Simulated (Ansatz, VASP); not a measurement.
## One calculation of SrTiO3, two programs

```
CELL_PARAMETERS angstrom
3.61219 0.00000 0.00000
0.00000 3.61219 0.00000
0.00000 0.00000 3.61219
ATOMIC_POSITIONS crystal
Sr 0.50000 0.50000 0.50000
Ti 0.00000 0.00000 0.00000
O 0.50000 0.00000 0.00000
O 0.00000 0.50000 0.00000
O 0.00000 0.00000 0.50000
```

Alike in both runs: task single point; functional PBEsol; k mesh 6 × 6 × 6; occupations gaussian, width 0.05 eV; no spin polarisation.

|  | VASP | Ansatz |
| --- | --- | --- |
| version | VASP 6.6.1 | Ansatz 0.2.0 |
| potentials or method | VASP PAW PBE potentials, release 64 (Sr_sv, Ti_sv, O), cutoff 520 eV | scalar-relativistic, plane waves, PAW |
| valence electrons in the cell | 40 | 40 |

```csv
,VASP,Ansatz,Ansatz less VASP
gap on the k mesh at the Fermi level (eV),2.13,2.18,+0.050
least direct gap on the mesh (eV),2.23,2.26,+0.026
```

VASP's potentials were made for PBE, not for PBEsol. The functional is the same, so the differences come from potentials, cutoffs and numerics.
